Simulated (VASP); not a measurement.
# W4N in VASP: single point with LDA

Aim: the single point of W4N with LDA.

Program: VASP 6.6.1. These are calculated values, not measurements. Logs are shortened: lines on timing, memory, paths and dates and some standing lists are left out, and cuts for length are marked.

## (1) The cell of the first run

The cell holds a slab with vacuum, 5 atoms: a = 2.809 Å, b = 3.973 Å, c = 19.407 Å, α = 90.00°, β = 90.00°, γ = 90.00°.

## (2) Single point, LDA

Contents of INCAR:

```
SYSTEM = W4N
ALGO = Normal
DIPOL = 0.5 0.5 0.341
EDIFF = 1E-6
ENCUT = 520
GGA_COMPAT = .FALSE.
IDIPOL = 3
ISIF = 2
ISMEAR = 0
LASPH = .TRUE.
LCHARG = .TRUE.
LDIPOL = .TRUE.
LELF = .TRUE.
LREAL = .FALSE.
LVACPOTAV = .TRUE.
LVHAR = .TRUE.
LWAVE = .FALSE.
NBANDS = 38
NELM = 120
NELMDL = -8
PREC = Accurate
SIGMA = 0.1
```

Contents of KPOINTS:

```
k-points
0
G
  9 7 1
  0 0 0
```

Contents of POSCAR:

```
W4N
1.0
    2.8093052383      0.0000000000      0.0000000000
    0.0000000000      3.9729575688      0.0000000000
    0.0000000000      0.0000000000     19.4074369602
W N
4 1
Direct
    0.5000000000      0.5000000000      0.2061065564
    0.0000000000      0.0000000000      0.2784835849
    0.5000000000      0.5000000000      0.3501454747
    0.0000000000      0.0000000000      0.4074436504
    0.3333333333      0.2500000000      0.4618441588
```

Potentials or basis: VASP PAW LDA potentials, release 64 (W_sv, N).

Launch:

```console
$ cat potpaw_LDA.64/W_sv/POTCAR potpaw_LDA.64/N/POTCAR > POTCAR
$ mpirun -np 1 vasp_std > vasp.out
```

OUTCAR:

```text
SYSTEM = W4N
   EDIFF = 1E-6
   ENCUT = 520
   ISIF = 2
   ISMEAR = 0
   LASPH = .TRUE.
   LREAL = .FALSE.
   NELM = 120
   NELMDL = -8
   PREC = Accurate

 ion  position               nearest neighbor table
   1  0.500  0.500  0.206-   3 2.80   2 2.81   2 2.81   2 2.81   2 2.81
   2  0.000  0.000  0.278-   4 2.50   3 2.80   3 2.80   3 2.80   3 2.80   1 2.81   1 2.81   1 2.81
                             1 2.81
   3  0.500  0.500  0.350-   5 2.43   4 2.68   4 2.68   4 2.68   4 2.68   1 2.80   2 2.80   2 2.80
                             2 2.80   2 2.80
   4  0.000  0.000  0.407-   5 1.73   5 2.37   2 2.50   3 2.68   3 2.68   3 2.68   3 2.68
   5  0.333  0.250  0.462-   4 1.73   4 2.37   3 2.43

  LATTYP: Found a simple orthorhombic cell.
 ALAT       =     2.8093052383
 B/A-ratio  =     1.4142135624
 C/A-ratio  =     6.9082692388

  Lattice vectors:

 A1 = (   2.8093052383,   0.0000000000,   0.0000000000)
 A2 = (   0.0000000000,   3.9729575688,   0.0000000000)
 A3 = (   0.0000000000,   0.0000000000,  19.4074369602)

Analysis of symmetry for initial positions (statically):
=====================================================================
 Subroutine PRICEL returns:
 Original cell was already a primitive cell.

 Routine SETGRP: Setting up the symmetry group for a
 simple orthorhombic supercell.

 Subroutine GETGRP returns: Found  1 space group operations
 (whereof  1 operations were pure point group operations)
 out of a pool of  8 trial point group operations.

The static configuration has the point symmetry C_1 .

Analysis of symmetry for dynamics (positions and initial velocities):
=====================================================================
 Subroutine PRICEL returns:
 Original cell was already a primitive cell.

 Routine SETGRP: Setting up the symmetry group for a
 simple orthorhombic supercell.

 Subroutine GETGRP returns: Found  1 space group operations
 (whereof  1 operations were pure point group operations)
 out of a pool of  8 trial point group operations.

The dynamic configuration has the point symmetry C_1 .

 Subroutine INISYM returns: Found  1 space group operations
 (whereof  1 operations are pure point group operations),
 and found     1 'primitive' translations

----------------------------------------------------------------------------------------

                                     Primitive cell

  volume of cell :     216.6113

  direct lattice vectors                    reciprocal lattice vectors
     2.809305238  0.000000000  0.000000000     0.355959896  0.000000000  0.000000000
[... 96 lines left out ...]
   IBRION =     -1    ionic relax: 0-MD 1-quasi-New 2-CG
   NFREE  =      0    steps in history (QN), initial steepest desc. (CG)
   ISIF   =      2    stress and relaxation
   ISYM   =      2    0-nonsym 1-usesym 2-fastsym
   POTIM  = 0.5000    time-step for ionic-motion
   TEBEG  =    0.0;   TEEND  =   0.0 temperature during run
   PSTRESS=    0.0 pullay stress
   NELECT =      61.0000    total number of electrons
   NUPDOWN=      -1.0000    fix difference up-down
   EMIN   =  10.00;   EMAX   =-10.00  energy-range for DOS
   EFERMI =   0.00;   METHOD = LEGACY
   ISMEAR =     0;   SIGMA  =   0.10  broadening in eV -4-tet -1-fermi 0-gaus
   EFERMI_NEDOS =   21; number of points for ismear=-14 and -15
   IALGO  =     38    algorithm
   IMIX   =      4    mixing-type and parameters
     AMIX     =   0.40;   BMIX     =  1.00
     AMIX_MAG =   1.60;   BMIX_MAG =  1.00
  volume/ion in A,a.u.               =      43.32       292.35
  Fermi-wavevector in a.u.,A,eV,Ry     =   1.073061  2.027791 15.666565  1.151460
  Thomas-Fermi vector in A             =   2.208849
   LORBIT       =      0    0 simple, 1 ext, 2 COOP (PROOUT), +10 PAW based schemes
   GGA     = CA    functional components
   LHFCALC =     F    Hartree Fock is set to
   AEXX    =    0.0000 exact exchange contribution
   IVDW    =     0    specifies the selected vdW correction
   LEPSILON=     F    determine dielectric tensor
   LRPA    =     F    only Hartree local field effects (RPA)
 non-spin polarized calculation
 Gauss-broadening in eV      SIGMA  =   0.10
  energy-cutoff  :      520.00
  volume of cell :      216.61
 maximum number of plane-waves:      5866
 NGX is ok and might be reduce to    24
   NGX = 11   NGY = 15   NGZ = 73

 dipolmoment           0.000000      0.000000     -0.060706 electrons x Angstroem

 number of electron      61.0000000 magnetization

 dipolmoment           0.000000      0.000000      0.120969 electrons x Angstroem

 Free energy of the ion-electron system (eV)
  ---------------------------------------------------
  ext. energy  EPLUGINS =         0.00000000
  ---------------------------------------------------
  free energy    TOTEN  =       -58.55312620 eV

  energy without entropy =      -58.51870729  energy(sigma->0) =      -58.53591675

 E-fermi :  -0.2253     XC(G=0):  -5.4383

 val. band max:       -0.2288596319   @ k =   0.1111   0.4286   0.0000
 cond. band min:      -0.2163482915   @ k =   0.1111   0.2857   0.0000
 fundamental gap:      0.0125113404
 Fermi energy:        -0.2253247352

 k-point     1 :       0.0000    0.0000    0.0000
  band No.  band energies     occupation
      1     -73.6097      2.00000
      2     -73.4629      2.00000
      3     -73.2955      2.00000
      4     -73.1745      2.00000
      5     -38.7072      2.00000
      6     -38.5228      2.00000
[... 973 lines left out ...]
     37       1.6704      0.00000
     38       3.0384      0.00000

 [... further k-points ...]
[... 5 lines left out ...]
  --------------------------------------------------------------------------------------
  -------------------------------------------------------------------------------------
  Total        2.3465232      4.1625919      2.7058405      4.2461908      1.0120579      3.6151445
  in kB       17.3561898     30.7888436     20.0139008     31.4071874      7.4857430     26.7396185
  external PRESSURE =      22.7196447 kB  Pullay stress =       0.0000000 kB

 VOLUME and BASIS-vectors are now :
 -----------------------------------------------------------------------------
  energy-cutoff  :      520.00
  volume of cell :      216.61
      direct lattice vectors                 reciprocal lattice vectors
     2.809305238  0.000000000  0.000000000     0.355959896  0.000000000  0.000000000
     0.000000000  3.972957569  0.000000000     0.000000000  0.251701656  0.000000000
     0.000000000  0.000000000 19.407436960     0.000000000  0.000000000  0.051526639

 POSITION                                       TOTAL-FORCE (eV/Angst)
 -----------------------------------------------------------------------------------
      1.40465      1.98648      4.00000         0.146087      0.159608      2.152812
      0.00000      0.00000      5.40465         0.358285      0.305820     -3.868639
      1.40465      1.98648      6.79543        -0.854317     -0.277768     -1.080448
      0.00000      0.00000      7.90744        -3.564636     -2.169544      2.524973
      0.93644      0.99324      8.96321         3.914582      1.981884      0.271302
 -----------------------------------------------------------------------------------
    total drift:                               -0.000005      0.000026      0.000335

  FREE ENERGIE OF THE ION-ELECTRON SYSTEM (eV)
  ---------------------------------------------------
  free  energy   TOTEN  =       -58.5531262037 eV

  energy  without entropy=      -58.5187072944  energy(sigma->0) =      -58.53591675

 vacuum level on the upper side and lower side of the slab         6.135         4.173
```

Run time: 4.3 min. Hardware: 1 thread of Intel Xeon 6975P-C (Granite Rapids), shared host; peak memory 0.35 GiB.

Results:

- Free energy: -58.5531 eV
- Largest force: 4.877 eV/Å

Forces in eV/Å, atoms in the order of the input:
```
W    0.146  0.160  2.153
W    0.358  0.306 -3.869
W   -0.854 -0.278 -1.080
W   -3.565 -2.170  2.525
N    3.915  1.982  0.271
```

Caveat: spin-orbit coupling is left out, which moves the levels of the heavy elements.
